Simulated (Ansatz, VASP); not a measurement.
# One calculation of Ag, two programs

```xyz
1
Lattice="0.0000 2.0431 1.9409 2.0431 0.0000 1.9409 2.0431 2.0431 0.0000" Properties=species:S:1:pos:R:3 pbc="T T T"
Ag    0.0000    0.0000    0.0000
```

Change from the starting cell: strain -0.0500 x Voigt [0, 0, 1, 0, 0, 0], atoms carried along.

Alike in both runs: task single point; functional PBE; k mesh 10 × 10 × 10; occupations gaussian, width 0.15 eV; no spin polarisation.

|  | VASP | Ansatz |
| --- | --- | --- |
| version | VASP 6.6.1 | Ansatz 0.2.0 |
| potentials or method | VASP PAW PBE potentials, release 64 (Ag), cutoff 520 eV | scalar-relativistic, plane waves, PAW |
| valence electrons in the cell | 11 | 19 |

|  | VASP | Ansatz | Ansatz less VASP |
| --- | --- | --- | --- |
| gap on the k mesh at the Fermi level (eV) | none | none | - |
| pressure (GPa) | 11.8 | 12.1 | +0.24 |
| traceless stress, the component that is largest in VASP (GPa) | 0.75 | 0.76 | +0.011 |

A gap of «none» marks a metal or a gap that the smearing closes. VASP's potentials hold 11 valence electrons a cell and Ansatz's 19, so a difference there can come from the potentials and not from the codes.
